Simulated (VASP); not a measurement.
Input of a VASP 6.6.1 run:

The input INCAR:

```
SYSTEM = Ba
PREC = Accurate ; ENCUT = 600
EDIFF = 1E-7 ; ISMEAR = -1
SIGMA = 0.1 ; LREAL = .FALSE.
LASPH = .TRUE. ; NELM = 60
ALGO = Normal ; ISIF = 3
LWAVE = .FALSE. ; LCHARG = .FALSE.
IBRION = 2 ; NSW = 32
EDIFFG = -0.005 ; PSTRESS = -1.5
```

Contents of KPOINTS:

```
Automatic mesh
0
G
  11 11 10
  0 0 0
```

POSCAR

```
Ba
1.0
    4.0348676742      0.0000000000      0.0000000000
   -2.0174338371      3.4942979068      0.0000000000
    0.0000000000      0.0000000000      3.7371996635
Ba
1
Direct
    0.0000000000      0.0000000000      0.0000000000
```

Potentials or basis: VASP PAW LDA potentials, release 64 (Ba_sv).

Command:

```sh
$ cat potpaw_LDA.64/Ba_sv/POTCAR > POTCAR
$ mpirun -np 1 vasp_std > vasp.out
```

**Question.** Estimate the relaxed volume.

**Answer.** 53.62 Å³/atom.

**Question.** What does it give for the space group after relaxing (to 0.1 Å)?

**Answer.** P6/mmm (No. 191).

Final structure:
```
Ba
1.0
     4.05211    0.00000    0.00000
    -2.02606    3.50923    0.00000
     0.00000    0.00000    3.77081
Ba
1
Direct
  0.00000 0.00000 0.00000
```

Caveat: the cell is relaxed towards a set pressure, so the run minimises the enthalpy, not the energy.
